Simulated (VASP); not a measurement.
Crystal: Sr.

```xyz
3
Lattice="7.2119 0.0000 0.0000 -3.6060 6.2457 0.0000 0.0000 0.0000 4.4212" Properties=species:S:1:pos:R:3 pbc="T T T"
Sr    0.0000    0.0000    0.0000
Sr    0.0000    4.1638    2.2106
Sr    3.6060    2.0819    2.2106
```

| Quantity | Value |
| --- | --- |
| Program | VASP 6.6.1 |
| Task | relaxation of cell and atoms |
| Functional | PBE |
| Potentials or basis | VASP PAW PBE potentials, release 64 (Sr_sv) |
| Cutoff | 600 eV |
| k mesh | 9 × 9 × 10 |
| Occupations | gaussian, width 0.1 eV |
| Spin | no spin polarisation |

At the start: pressure -1.4 GPa; volume 66.38 Å³/atom.

Task: How do energy, volume and symmetry change on relaxing?

Result: Over 9 steps the energy falls by 56.6 meV/atom and the volume is 55.40 Å³/atom (-16.6 %); space group P6/mmm (No. 191, to 0.05 Å).

The path:
```
step  energy change (eV)  largest force (eV/Å)  pressure (GPa)  volume (Å³)
   1              0.0000                0.0000           -1.45       199.15
   2             -0.1229                0.0000           -0.84       182.34
   3             -0.1666                0.0000           -0.13       168.58
   4             -0.1676                0.0000            0.02       166.15
   5             -0.1676                0.0000           -0.01       166.77
   6             -0.1691                0.0000           -0.03       166.72
   7             -0.1697                0.0000           -0.04       166.67
   8             -0.1697                0.0000           -0.04       166.67
   9             -0.1698                0.0000           -0.01       166.19
```

Final structure:
```xyz
3
Lattice="6.8506 0.0000 0.0000 -3.4253 5.9328 0.0000 0.0000 0.0000 4.0889" Properties=species:S:1:pos:R:3 pbc="T T T"
Sr    0.0000    0.0000    0.0000
Sr    0.0000    3.9552    2.0445
Sr    3.4253    1.9776    2.0445
```

Caveat: the volume moved by over 15 % at a fixed basis, so the end points are rough.
